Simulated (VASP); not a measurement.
# AlB3P4 (P3m1) in VASP: a series of runs, part 2 of 2

VASP 6.6.1. The steps go on from the part before.

### Step 5. Single point, PBE

This run uses another cell than the first one, of 13.75 Å³/atom.

INCAR reads:

```
SYSTEM = AlB3P4
PREC = Accurate ; ENCUT = 520
EDIFF = 1E-6 ; ISMEAR = 0
SIGMA = 0.1 ; LREAL = .False.
LASPH = .True. ; NELM = 60
ALGO = Normal ; ISIF = 2
LWAVE = .False. ; LCHARG = .False.
GGA = PE ; NBANDS = 26
```

KPOINTS reads:

```
regular mesh
0
Gamma
  12 12 4
  0 0 0
```

POSCAR reads:

```
AlB3P4
1.0
    3.3374854621      0.0000000000      0.0000000000
   -1.6687427310      2.8903471949      0.0000000000
    0.0000000000      0.0000000000     11.4061271064
Al B P
1 3 4
Direct
    0.6666666667      0.3333333333      0.7543750952
    0.6666666667      0.3333333333      0.2518112446
    0.3333333333      0.6666666667      0.0198847968
    0.3333333333      0.6666666667      0.4824300238
    0.6666666667      0.3333333333      0.4268231274
    0.6666666667      0.3333333333      0.9637494670
    0.3333333333      0.6666666667      0.1952036407
    0.3333333333      0.6666666667      0.6557226046
```

Launch:

```
$ cat potpaw_PBE.64/Al/POTCAR potpaw_PBE.64/B/POTCAR potpaw_PBE.64/P/POTCAR > POTCAR
$ mpirun -np 1 vasp_std > vasp.out
```

It took 1.7 min on 1 thread of Intel Xeon 6975P-C (Granite Rapids), shared host; peak memory 0.34 GiB.

Results (log left out):

```
Free energy            : -47.3723 eV
Pressure               : -0.2 GPa
Largest force          : 0.013 eV/Å
Band gap on the k mesh : zero (bands 16 and 17 overlap by 0.10 eV)
```

Forces on the atoms (eV/Å):
```
Al   0.000  0.000 -0.004
B    0.000  0.000  0.006
B    0.000  0.000  0.003
B    0.000  0.000  0.013
P    0.000  0.000 -0.005
P    0.000  0.000 -0.006
P    0.000  0.000 -0.007
P    0.000  0.000  0.000
```

Stress tensor (GPa, compression positive):
```
-0.14  0.00  0.00
 0.00 -0.14  0.00
 0.00  0.00 -0.23
```

Levels at points of the mesh, in eV from the Fermi level:
| k point | band 14 | band 15 | band 16 | band 17 | band 18 | band 19 |
| --- | --- | --- | --- | --- | --- | --- |
| (0.00, 0.00, 0.00) | -1.67 | 0.07 | 0.07 | 1.11 | 1.35 | 1.65 |
| (0.50, 0.00, 0.00) | -3.76 | -3.63 | -1.67 | 0.05 | 0.42 | 0.92 |
| (0.00, 0.00, 0.50) | -1.74 | 0.02 | 0.02 | 1.16 | 1.60 | 1.72 |
| (0.50, 0.00, 0.50) | -3.84 | -3.57 | -1.72 | 0.11 | 0.38 | 0.74 |

Caveat: semilocal functionals underestimate gaps, and a narrow one can read as zero.

### Step 6. Relaxation of cell and atoms, PBE

INCAR reads:

```
SYSTEM = AlB3P4
  ALGO = Normal
  EDIFF = 1E-7
  EDIFFG = -0.01
  ENCUT = 600
  GGA = PE
  IBRION = 2
  ISIF = 3
  ISMEAR = 0
  LASPH = .True.
  LCHARG = .False.
  LREAL = .False.
  LWAVE = .False.
  NELM = 60
  NSW = 100
  PREC = Accurate
  SIGMA = 0.1
```

KPOINTS reads:

```
k-points
0
Gamma
  12 12 4
  0 0 0
```

POSCAR reads:

```
AlB3P4
1.0
    3.3302130893      0.0000000000      0.0000000000
   -1.6651065446      2.8840491353      0.0000000000
    0.0000000000      0.0000000000     11.4119067534
Al B P
1 3 4
Direct
    0.6666666667      0.3333333333      0.7554835334
    0.6666666667      0.3333333333      0.2517574084
    0.3333333333      0.6666666667      0.0201510655
    0.3333333333      0.6666666667      0.4820983929
    0.6666666667      0.3333333333      0.4263884311
    0.6666666667      0.3333333333      0.9641403652
    0.3333333333      0.6666666667      0.1950452868
    0.3333333333      0.6666666667      0.6549355167
```

Potentials or basis: VASP PAW PBE potentials, release 64 (Al, B, P).

Launch:

```
$ cat potpaw_PBE.64/Al/POTCAR potpaw_PBE.64/B/POTCAR potpaw_PBE.64/P/POTCAR > POTCAR
$ mpirun -np 1 vasp_std > vasp.out
```

Run time: 6.4 min. Hardware: 1 thread of Intel Xeon 6975P-C (Granite Rapids), shared host; peak memory 0.38 GiB.

Results (log left out):

```
Free energy                           : -47.3763 eV
Relaxed volume                        : 13.74 Å³/atom
Relaxed cell                          : a = 3.336 Å, b = 3.336 Å, c = 11.401 Å, α = 90.00°, β = 90.00°, γ = 120.00°
Space group after relaxing (to 0.1 Å) : P3m1 (No. 156)
Energy gained by relaxing             : 0.3 meV/atom
Ionic steps                           : 9
Pressure after relaxing               : 0.0 GPa
Largest force after relaxing          : 0.008 eV/Å
Band gap on the k mesh                : zero (bands 16 and 17 overlap by 0.11 eV)
```

Forces on the atoms (eV/Å):
```
Al   0.000  0.000  0.005
B    0.000  0.000 -0.008
B    0.000  0.000 -0.002
B    0.000  0.000  0.002
P    0.000  0.000  0.002
P    0.000  0.000  0.000
P    0.000  0.000  0.004
P    0.000  0.000 -0.003
```

The path:
| step | energy change (eV) | largest force (eV/Å) | pressure (GPa) | volume (Å³) |
| --- | --- | --- | --- | --- |
| 1 | 0.0000 | 0.2014 | 0.07 | 109.61 |
| 2 | -0.0017 | 0.0666 | 0.17 | 109.70 |
| 3 | -0.0017 | 0.0586 | 0.16 | 109.69 |
| 4 | -0.0022 | 0.0297 | -0.05 | 109.93 |
| 5 | -0.0022 | 0.0279 | -0.04 | 109.92 |
| 6 | -0.0023 | 0.0136 | -0.01 | 109.90 |
| 7 | -0.0024 | 0.0149 | 0.00 | 109.89 |
| 8 | -0.0024 | 0.0151 | 0.01 | 109.88 |
| 9 | -0.0024 | 0.0076 | 0.01 | 109.89 |

Final structure:
```
CELL_PARAMETERS angstrom
3.33611 0.00000 0.00000
-1.66805 2.88915 0.00000
0.00000 0.00000 11.40096
ATOMIC_POSITIONS crystal
Al 0.66667 0.33333 0.75436
B 0.66667 0.33333 0.25186
B 0.33333 0.66667 0.01988
B 0.33333 0.66667 0.48247
P 0.66667 0.33333 0.42683
P 0.66667 0.33333 0.96371
P 0.33333 0.66667 0.19518
P 0.33333 0.66667 0.65571
```

Levels at points of the mesh, in eV from the Fermi level:
```csv
k point,band 12,band 13,band 14,band 15,band 16,band 17,band 18,band 19,band 20,band 21
"(0.00, 0.00, 0.00)",-1.78,-1.78,-1.67,0.07,0.07,1.12,1.36,1.65,1.65,1.90
"(0.50, 0.00, 0.00)",-4.50,-4.37,-3.76,-3.63,-1.67,0.05,0.42,0.92,1.32,1.81
"(0.00, 0.00, 0.50)",-2.65,-1.74,-1.74,0.02,0.02,1.17,1.61,1.72,1.72,2.10
"(0.50, 0.00, 0.50)",-4.55,-4.18,-3.84,-3.57,-1.72,0.11,0.38,0.74,1.67,2.21
```

Caveat: semilocal functionals underestimate gaps, and a narrow one can read as zero.

### Step 7. Summary

```csv
task,cell,k mesh,cutoff (eV),gap on the mesh (eV),pressure (GPa),relaxed volume (Å³/atom),largest force (eV/Å)
single point,"a = 3.330, b = 3.330, c = 11.412 Å, angles 90.0, 90.0, 120.0°, 8 atoms, atomic positions A",6 × 6 × 2,520,none,-0.1,-,0.02
single point,"a = 3.459, b = 3.459, c = 11.477 Å, angles 90.0, 90.0, 120.0°, 8 atoms, atomic positions B",6 × 6 × 2,520,1.25,-3.5,-,4.53
relaxation of cell and atoms,"relaxed from a = 3.459, b = 3.459, c = 11.477 Å, angles 90.0, 90.0, 120.0°, 8 atoms, atomic positions B",6 × 6 × 2,600,none,0.0,13.69,0.02
single point,"a = 3.337, b = 3.337, c = 11.406 Å, angles 90.0, 90.0, 120.0°, 8 atoms, atomic positions C",12 × 12 × 4,520,none,-0.2,-,0.01
relaxation of cell and atoms,"relaxed from a = 3.330, b = 3.330, c = 11.412 Å, angles 90.0, 90.0, 120.0°, 8 atoms, atomic positions A",12 × 12 × 4,600,none,0.0,13.74,0.01
```

Alike in all rows: level PBE; potentials or basis VASP PAW PBE potentials, release 64 (Al, B, P); no spin polarisation; smearing gaussian 0.1 eV.

Caveats: some runs use coarse meshes; semilocal functionals underestimate gaps, and a narrow one can read as zero (at least some runs); the cell stands under tension (at least some runs); forces of over 1 eV/Å act on the atoms, so gaps and moduli don't describe the material at rest (at least some runs).

Absolute energies hang on the potentials; compare differences alone.
